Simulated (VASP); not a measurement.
A run of VASP 6.6.1:

INCAR

```
PREC = Accurate
ENCUT = 520
EDIFF = 1E-6
ISMEAR = -1
SIGMA = 0.05
LREAL = Auto
LASPH = T
NELM = 200
ALGO = Normal
ISIF = 2
LWAVE = F
LCHARG = T
ISPIN = 2
MAGMOM = 0 0 0 0 0 0 0 0.4 0.4 0 0 0 0 0 0 0 0.4 0 0 0 0 0 0 0 0.4 0 0 0 0 0 0 0 0.4 0 0 0 0 0 0 0 0 0 0 0 0 0 0 0 0 0 0 0 0 0 0 0 0 0 0 0 0 0 0 0
LORBIT = 11
GGA = PS
LELF = T
LVHAR = T
NBANDS = 170
NELECT = 258.0
ISYM = -1
GGA_COMPAT = F
```

Contents of KPOINTS:

```
explicit points
1
Reciprocal
  0.25000000   0.25000000   0.25000000 1
```

Contents of POSCAR:

```
Si33C31
1.0
    8.7137060000      0.0000000000      0.0000000000
    0.0000000000      8.7137060000      0.0000000000
    0.0000000000      0.0000000000      8.7137060000
Si C
33 31
Direct
    0.9990540000      0.9990900000      0.9988210000
    0.0020920000      0.0021090000      0.4983590000
    0.0021010000      0.4986330000      0.0018850000
    0.0002110000      0.4990130000      0.4987260000
    0.4986170000      0.0021110000      0.0018670000
    0.4989630000      0.0002150000      0.4987410000
    0.4989580000      0.4990010000      0.9999540000
    0.4819770000      0.4820360000      0.4817810000
    0.6258810000      0.6257380000      0.6255510000
    0.2509180000      0.2509730000      0.9988220000
    0.2483790000      0.2483860000      0.4983840000
    0.2481490000      0.7513590000      0.0015900000
    0.2504360000      0.7512670000      0.4984950000
    0.7513460000      0.2481910000      0.0016080000
    0.7512350000      0.2504450000      0.4984910000
    0.7513560000      0.7513930000      0.9991670000
    0.7690440000      0.7690870000      0.4806750000
    0.2509120000      0.9990870000      0.2506870000
    0.2481230000      0.0018320000      0.7511420000
    0.2483490000      0.4986590000      0.2481430000
    0.2504160000      0.4987460000      0.7510250000
    0.7513520000      0.0018350000      0.2479270000
    0.7513700000      0.9994180000      0.7511700000
    0.7512260000      0.4987270000      0.2502300000
    0.7690850000      0.4809040000      0.7688640000
    0.9990280000      0.2509850000      0.2507710000
    0.0018450000      0.2481560000      0.7511490000
    0.0018120000      0.7514110000      0.2479600000
    0.9993910000      0.7514140000      0.7511920000
    0.4985960000      0.2483730000      0.2481860000
    0.4986860000      0.2504350000      0.7510450000
    0.4986920000      0.7512860000      0.2502370000
    0.4809760000      0.7690160000      0.7687600000
    0.1253000000      0.1252890000      0.1250740000
    0.1255010000      0.1254700000      0.6250680000
    0.1255040000      0.6252850000      0.1252540000
    0.1254210000      0.6254730000      0.6252530000
    0.6252970000      0.1254820000      0.1252510000
    0.6254850000      0.1254130000      0.6252510000
    0.6254840000      0.6254750000      0.1251980000
    0.3749460000      0.3749360000      0.1251530000
    0.3696810000      0.3696630000      0.6258820000
    0.3748660000      0.8758080000      0.1253930000
    0.3696860000      0.8814470000      0.6243330000
    0.8758230000      0.3748560000      0.1254110000
    0.8814940000      0.3696360000      0.6243230000
    0.8758090000      0.8757830000      0.1251010000
    0.8811720000      0.8811640000      0.6259530000
    0.3749500000      0.1253550000      0.3747040000
    0.3748890000      0.1256000000      0.8755900000
    0.3696810000      0.6261080000      0.3694580000
    0.3696680000      0.6245620000      0.8812250000
    0.8758050000      0.1256130000      0.3746520000
    0.8757900000      0.1253250000      0.8755700000
    0.8815170000      0.6245210000      0.3694440000
    0.8811910000      0.6261600000      0.8809600000
    0.1254050000      0.3749140000      0.3747010000
    0.1256520000      0.3748530000      0.8756090000
    0.1256600000      0.8758210000      0.3746360000
    0.1253580000      0.8757900000      0.8755660000
    0.6261160000      0.3696670000      0.3694410000
    0.6245350000      0.3696700000      0.8812510000
    0.6245410000      0.8814650000      0.3694400000
    0.6261560000      0.8811410000      0.8809550000
```

Potentials or basis: VASP PAW PBE potentials, release 64 (Si, C).

Launch:

```sh
$ cat potpaw_PBE.64/Si/POTCAR potpaw_PBE.64/C/POTCAR > POTCAR
$ mpirun -np 1 vasp_std > vasp.out
```

Hardware: 1 thread of AMD EPYC 9R45 96-Core Processor (Zen 5), on a shared host.

Task: Estimate the wall time of this run.

Result: Wall time 5.5 min on 1 thread of AMD EPYC 9R45 96-Core Processor (Zen 5) (shared host), peak memory 0.93 GiB. Counts: scf iterations 15, k points 1.
